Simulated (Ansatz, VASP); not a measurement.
HfB: VASP beside Ansatz

Contents of INCAR:

```
ALGO     = Normal         # electronic algorithm
EDIFF    = 1E-8           # SCF threshold, eV
ENCUT    = 520            # plane-wave cutoff, eV
GGA      = CA             # functional
ISIF     = 2              # what is computed and relaxed
ISMEAR   = -1             # smearing method
LASPH    = True           # aspherical terms in the spheres
LCHARG   = False          # write CHGCAR
LEFG     = True         
LREAL    = False          # projectors in reciprocal space
LWAVE    = False          # write WAVECAR
NBANDS   = 14             # bands
NELM     = 80             # most SCF steps
PREC     = Accurate       # precision mode
SIGMA    = 0.05           # smearing width, eV
```

Contents of KPOINTS:

```
k-points
0
Gamma
  15 15 15
```

Contents of POSCAR:

```
HfB
1.0
    0.0000000000      2.2628439111      2.2628439111
    2.2628439111      0.0000000000      2.2628439111
    2.2628439111      2.2628439111      0.0000000000
Hf B
1 1
Direct
    0.5000000000      0.5000000000      0.5000000000
    0.0000000000      0.0000000000      0.0000000000
```

Input for Ansatz:

```yaml
crystal:
  lattice:
    - [0.0, 2.2628439111, 2.2628439111]
    - [2.2628439111, 0.0, 2.2628439111]
    - [2.2628439111, 2.2628439111, 0.0]
  atoms:
    - { symbol: Hf, position: [0.5, 0.5, 0.5] }
    - { symbol: B, position: [0.0, 0.0, 0.0] }
kpoints:
  mp_grid: { grid: [15, 15, 15] }
scf:
  occupations: { method: fermi_dirac, width: 0.05 }
hamiltonian:
  xc: lda
  pseudopotentials: { kind: all_electron, datasets: crystal }
output:
  forces: true
  stress: true
  eigenvalues: true
  efg: { contact_densities: true }
```

Change from the starting cell: volume scaled by 0.94, crystal datasets.

Alike in both runs: task electric field gradients; functional LDA; k mesh 15 × 15 × 15; occupations fermi-dirac, width 0.05 eV; no spin polarisation.

|  | VASP | Ansatz |
| --- | --- | --- |
| version | VASP 6.6.1 | Ansatz 0.2.0 |
| potentials or method | VASP PAW LDA potentials, release 64 (Hf_pv, B), cutoff 520 eV | all-electron PAW with datasets made for the crystal, scalar-relativistic |

```tsv
	VASP	Ansatz	Ansatz less VASP
pressure (GPa)	38.4	35.9	-2.49
```

LDA's correlation is that of Perdew and Zunger in VASP and of Perdew and Wang (1992) in Ansatz. Both programs put the cell under a high pressure, so it lies far from rest at this level. Ansatz ran all-electron here, and VASP with PAW potentials.

Spin-orbit coupling is off throughout.
